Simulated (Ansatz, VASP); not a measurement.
**Two plane-wave programs on CO2**

INCAR

```
SYSTEM = CO2
ALGO = Normal ; EDIFF = 1E-6
ENCUT = 520 ; GGA_COMPAT = .False.
ISIF = 2 ; ISMEAR = 0
LASPH = .True. ; LCHARG = .True.
LELF = .True. ; LREAL = .False.
LVHAR = .True. ; LWAVE = .False.
NBANDS = 15 ; NELM = 120
NELMDL = -8 ; PREC = Accurate
SIGMA = 0.01
```

File KPOINTS:

```
k-points
0
Gamma
  1 1 1
  0 0 0
```

POSCAR

```
CO2
1.0
   12.0000000000      0.0000000000      0.0000000000
    0.0000000000     12.5000000000      0.0000000000
    0.0000000000      0.0000000000     13.0000000000
C O
1 2
Direct
    0.5000000000      0.5000000000      0.5000000000
    0.5000000000      0.5000000000      0.5900471973
    0.5000000000      0.5000000000      0.4099528027
```

Input for Ansatz:

```yaml
crystal:
  lattice:
    - [12.0, 0.0, 0.0]
    - [0.0, 12.5, 0.0]
    - [0.0, 0.0, 13.0]
  atoms:
    - { symbol: C, position: [0.5, 0.5, 0.5] }
    - { symbol: O, position: [0.5, 0.5, 0.5900471973] }
    - { symbol: O, position: [0.5, 0.5, 0.4099528027] }
scf:
  occupations: { method: gaussian, width: 0.01 }
output:
  forces: true
hamiltonian:
  xc: lda
kpoints:
  mp_grid: { grid: [1, 1, 1] }
```

Alike in both runs: task single point; functional LDA; k mesh 1 × 1 × 1; occupations gaussian, width 0.01 eV; no spin polarisation.

|  | VASP | Ansatz |
| --- | --- | --- |
| version | VASP 6.6.1 | Ansatz 0.2.0 |
| potentials or method | VASP PAW LDA potentials, release 64 (C, O) | scalar-relativistic, plane waves, PAW |
| plane-wave cutoff (eV) | 520 | 420 |
| valence electrons in the cell | 16 | 16 |

|  | VASP | Ansatz | Ansatz less VASP |
| --- | --- | --- | --- |
| rms of the force components (eV/Å) | 0.114 | 0.471 | +0.3566 |

LDA's correlation is that of Perdew and Zunger in VASP and of Perdew and Wang (1992) in Ansatz. Atom by atom the forces differ by 0.357 eV/Å (rms over components). One of these differences is far larger than is usual between the two programs; its cause wasn't traced.

Noted on VASP's run: the standard files for N, O and F lose accuracy on very short bonds.
